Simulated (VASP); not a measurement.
# TaSi2 (Fddd) in VASP: a series of runs, part 2 of 2

VASP 6.6.1. The steps go on from the part before.

## Step 3: Relaxation of cell and atoms, PBE

This run uses another cell than the first one, of 14.99 Å³/atom.

The input, INCAR:

```
PREC = Accurate
ENCUT = 600
EDIFF = 1E-6
ISMEAR = 0
SIGMA = 0.2
LREAL = False
LASPH = True
NELM = 100
ALGO = Normal
ISIF = 3
LWAVE = False
LCHARG = False
GGA = PE
IBRION = 2
NSW = 36
EDIFFG = -0.08
```

The input, KPOINTS:

```
regular mesh
0
Gamma
  4 4 4
```

The input, POSCAR:

```
TaSi2
1.0
    0.0000000000      4.2150000000      4.3650000000
    2.4450000000      0.0000000000      4.3650000000
    2.4450000000      4.2150000000      0.0000000000
Ta Si
2 4
Direct
    0.5000000000      0.5000000000      0.5000000000
    0.7500000000      0.7500000000      0.7500000000
    0.8365000000      0.1635000000      0.8365000000
    0.4135000000      0.0865000000      0.4135000000
    0.0865000000      0.4135000000      0.0865000000
    0.1635000000      0.8365000000      0.1635000000
```

Potentials or basis: VASP PAW PBE potentials, release 64 (Ta_pv, Si).

Started as:

```console
cat potpaw_PBE.64/Ta_pv/POTCAR potpaw_PBE.64/Si/POTCAR > POTCAR
mpirun -np 1 vasp_std > vasp.out
```

OUTCAR:

```text
PREC = Accurate
   ENCUT = 600
   EDIFF = 1E-6
   ISMEAR = 0
   LREAL = False
   LASPH = True
   NELM = 100
   ISIF = 3
   GGA = PE
   IBRION = 2
   NSW = 36
   EDIFFG = -0.08

 ion  position               nearest neighbor table
   1  0.500  0.500  0.500-   5 2.61   4 2.61   5 2.61   4 2.61   6 2.81   6 2.81   3 2.81   3 2.81
                             3 2.84   6 2.84   2 3.27   2 3.27   2 3.27   2 3.27
   2  0.750  0.750  0.750-   3 2.61   6 2.61   3 2.61   6 2.61   4 2.81   4 2.81   5 2.81   5 2.81
                             5 2.84   4 2.84   1 3.27   1 3.27   1 3.27   1 3.27
   3  0.837  0.163  0.837-   4 2.58   4 2.58   2 2.61   2 2.61   6 2.76   1 2.81   1 2.81   1 2.84
                             6 2.85   6 2.85
   4  0.413  0.087  0.413-   3 2.58   3 2.58   1 2.61   1 2.61   5 2.76   2 2.81   2 2.81   2 2.84
                             5 2.85   5 2.85
   5  0.087  0.413  0.087-   6 2.58   6 2.58   1 2.61   1 2.61   4 2.76   2 2.81   2 2.81   2 2.84
[... 312 lines left out ...]

--------------------------------------- Ionic step        8  -------------------------------------------

 number of electron      38.0000002 magnetization

------------------------ aborting loop because EDIFF is reached ----------------------------------------
[... 75 lines left out ...]
--------------------------------------- Ionic step       10  -------------------------------------------

 number of electron      38.0000001 magnetization

 Free energy of the ion-electron system (eV)
  ---------------------------------------------------
  ext. energy  EPLUGINS =         0.00000000
  ---------------------------------------------------
  free energy    TOTEN  =       -47.95134598 eV

  energy without entropy =      -47.91100684  energy(sigma->0) =      -47.93117641

 E-fermi :   9.2863     XC(G=0): -11.9910

 val. band max:        9.2085187996   @ k =   0.0000   0.2500   0.2500
 cond. band min:       9.3579483161   @ k =  -0.2500   0.2500   0.5000
 fundamental gap:      0.1494295165
 Fermi energy:         9.2862575492

 k-point     1 :       0.0000    0.0000    0.0000
  band No.  band energies     occupation
      1     -25.2561      2.00000
      2     -25.2506      2.00000
      3     -25.1003      2.00000
      4     -25.0788      2.00000
      5     -25.0776      2.00000
      6     -25.0669      2.00000
[... 490 lines left out ...]
  FREE ENERGIE OF THE ION-ELECTRON SYSTEM (eV)
  ---------------------------------------------------
  free  energy   TOTEN  =       -47.9513459774 eV

  energy  without entropy=      -47.9110068420  energy(sigma->0) =      -47.93117641

 reached required accuracy - stopping structural energy minimisation
```

OSZICAR:

```text
N       E                     dE             d eps       ncg     rms          rms(c)
DAV:   1     0.258483431410E+03    0.25848E+03   -0.20891E+04   828   0.174E+03
DAV:   2    -0.357748750461E+02   -0.29426E+03   -0.29072E+03   926   0.396E+02
DAV:   3    -0.490231197764E+02   -0.13248E+02   -0.12907E+02  1061   0.669E+01
[... 80 lines left out ...]
DAV:   3    -0.479513356509E+02    0.32063E-02   -0.86517E-03  1056   0.575E-01    0.990E-02
DAV:   4    -0.479513504189E+02   -0.14768E-04   -0.55286E-04  1045   0.154E-01    0.542E-02
DAV:   5    -0.479513479822E+02    0.24368E-05   -0.44002E-05  1056   0.406E-02    0.229E-02
DAV:   6    -0.479513462406E+02    0.17416E-05   -0.13777E-05  1057   0.246E-02    0.415E-03
DAV:   7    -0.479513459774E+02    0.26320E-06   -0.94867E-07   631   0.670E-03
  10 F= -.47951346E+02 E0= -.47931176E+02  d E =-.690263E-02
```

CONTCAR:

```text
TaSi2
   1.00000000000000
     0.0000000000000000    4.2245262993493906    4.3599842623661882
     2.3967025546296852    0.0000000000000000    4.3599842623661882
     2.3967025546296852    4.2245262993493906    0.0000000000000000
  Ta              Si
     2     4
Direct
     0.5000000000000000    0.5000000000000000    0.5000000000000000
     0.7500000000000000    0.7500000000000000    0.7500000000000000
     0.8486487575460280    0.1513512424539721    0.8486487575460280
     0.4013512424539720    0.0986487575460279    0.4013512424539720
     0.0986487575460279    0.4013512424539720    0.0986487575460279
     0.1513512424539721    0.8486487575460280    0.1513512424539721

  0.00000000E+00  0.00000000E+00  0.00000000E+00
  0.00000000E+00  0.00000000E+00  0.00000000E+00
  0.00000000E+00  0.00000000E+00  0.00000000E+00
  0.00000000E+00  0.00000000E+00  0.00000000E+00
  0.00000000E+00  0.00000000E+00  0.00000000E+00
  0.00000000E+00  0.00000000E+00  0.00000000E+00
```

Run time: 6.2 min. Hardware: 1 thread of Intel Xeon 6975P-C (Granite Rapids), shared host; peak memory 0.28 GiB.

What came out:

| Property | Result |
| --- | --- |
| Free energy | -47.9513 eV |
| Relaxed volume | 14.71 Å³/atom |
| Relaxed cell | a = 6.071 Å, b = 4.975 Å, c = 4.857 Å, α = 76.25°, β = 52.75°, γ = 51.00° |
| Space group after relaxing (to 0.1 Å) | Fddd (No. 70) |
| Energy gained by relaxing | 32.3 meV/atom |
| Ionic steps | 10 |
| Pressure after relaxing | 0.4 GPa |
| Largest force after relaxing | 0.064 eV/Å |
| Band gap on the k mesh | zero (bands 19 and 20 overlap by 1.32 eV) |

Forces in eV/Å, atoms in the order of the input:
```
Ta   0.000  0.000  0.000
Ta   0.000  0.000  0.000
Si   0.000  0.064  0.000
Si   0.000 -0.064  0.000
Si   0.000  0.064  0.000
Si   0.000 -0.064  0.000
```

Step by step:
| step | energy change (eV) | largest force (eV/Å) | pressure (GPa) | volume (Å³) |
| --- | --- | --- | --- | --- |
| 1 | 0.0000 | 0.6055 | -3.34 | 89.97 |
| 2 | -0.0808 | 0.5065 | 4.65 | 85.95 |
| 3 | -0.0850 | 0.5363 | 3.12 | 86.62 |
| 4 | -0.1515 | 0.2447 | 1.58 | 87.23 |
| 5 | -0.1531 | 0.1819 | 1.38 | 87.34 |
| 6 | -0.1742 | 0.1251 | -1.46 | 88.75 |
| 7 | -0.1743 | 0.1287 | -1.30 | 88.67 |
| 8 | -0.1869 | 0.0873 | 0.30 | 88.10 |
| 9 | -0.1871 | 0.0813 | 0.54 | 88.02 |
| 10 | -0.1940 | 0.0640 | 0.38 | 88.29 |

Final structure:
```
CELL_PARAMETERS angstrom
0.00000 4.22453 4.35998
2.39670 0.00000 4.35998
2.39670 4.22453 0.00000
ATOMIC_POSITIONS crystal
Ta 0.50000 0.50000 0.50000
Ta 0.75000 0.75000 0.75000
Si 0.84865 0.15135 0.84865
Si 0.40135 0.09865 0.40135
Si 0.09865 0.40135 0.09865
Si 0.15135 0.84865 0.15135
```

Caveat: the k points lie up to 0.42 Å⁻¹ apart in the final cell, too coarse for converged energies and pressures of a metal; spin-orbit coupling is left out, which moves the levels of the heavy elements; the relaxation stopped at a loose force limit of 0.08 eV/Å, so its end isn't a converged minimum.
